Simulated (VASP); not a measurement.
Set up this calculation in VASP 6.6.1, as the native input.

```yaml
Task: single point
Functional: PBEsol
Potentials_or_basis: VASP PAW PBE potentials, release 64 (Lu)
Cutoff: 520 eV
k_mesh: 16 × 16 × 16
Occupations: methfessel-paxton, width 0.05 eV
Spin: no spin polarisation
Dipole_correction: no
Further_INCAR_settings: ALGO = Normal; EDIFF = 1e-07; NBANDS = 18
```

The structure of Lu lies in POSCAR:

```
Lu
1.0
   -1.6798878792      1.6798878792      1.6798878792
    1.6798878792     -1.6798878792      1.6798878792
    1.6798878792      1.6798878792     -1.6798878792
Lu
1
Direct
    0.0000000000      0.0000000000      0.0000000000
```

This isn't the form of Lu at room conditions, which is hcp.

One way to write it, as run:

INCAR

```
ALGO = Normal
EDIFF = 1E-7
ENCUT = 520
GGA = PS
ISIF = 2
ISMEAR = 1
LASPH = T
LCHARG = F
LREAL = F
LWAVE = F
NBANDS = 18
NELM = 100
PREC = Accurate
SIGMA = 0.05
```

KPOINTS

```
k-points
0
Gamma
  16 16 16
```

Potentials or basis: VASP PAW PBE potentials, release 64 (Lu).

The run is started by

```bash
$ cat potpaw_PBE.64/Lu/POTCAR > POTCAR
$ mpirun -np 1 vasp_std > vasp.out
```

It gave:

```
Pressure               : 33.2 GPa
Band gap on the k mesh : zero (an odd number of electrons rules out a gap without spin polarisation)
```

Caveat: the cell stands under pressure; the PAW data sets were made with another functional, which shifts forces and pressure a little; spin-orbit coupling is left out, which moves the levels of the heavy elements.

Run time: 35 s on 1 thread of Intel(R) Xeon(R) Platinum 8488C (Sapphire Rapids) (shared host), peak memory 0.19 GiB.
